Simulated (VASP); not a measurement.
Runs of VASP 6.6.1 on Na. The structure is that of space group Fm-3m (No. 225), or close to it. The cells are those of the table. 

| cell | gap on the mesh (eV) | pressure (GPa) |
| --- | --- | --- |
| a = 3.665, b = 3.665, c = 5.137 Å, 2 atoms | none | (a) |
| a = 3.789, b = 3.789, c = 5.311 Å, 2 atoms | none | (b) |
| a = 3.634, b = 3.634, c = 5.094 Å, 2 atoms | none | 0.6 |
| a = 3.820, b = 3.820, c = 5.355 Å, 2 atoms | none | -0.5 |
| a = 3.696, b = 3.696, c = 5.181 Å, 2 atoms | none | 0.2 |
| a = 3.758, b = 3.758, c = 5.268 Å, 2 atoms | none | -0.2 |

Alike in all rows: task single point; level PBEsol; potentials or basis VASP PAW PBE potentials, release 64 (Na_pv); no spin polarisation; k mesh 12 × 12 × 10; cutoff (eV) 520; smearing gaussian 0.15 eV.

**Question.** Estimate the missing entries.

**Answer.** (a) 0.4; (b) -0.4.

Caveats: the PAW data sets were made with another functional, which shifts forces and pressure a little.

A gap of «none» marks levels without a gap at the run's occupations.
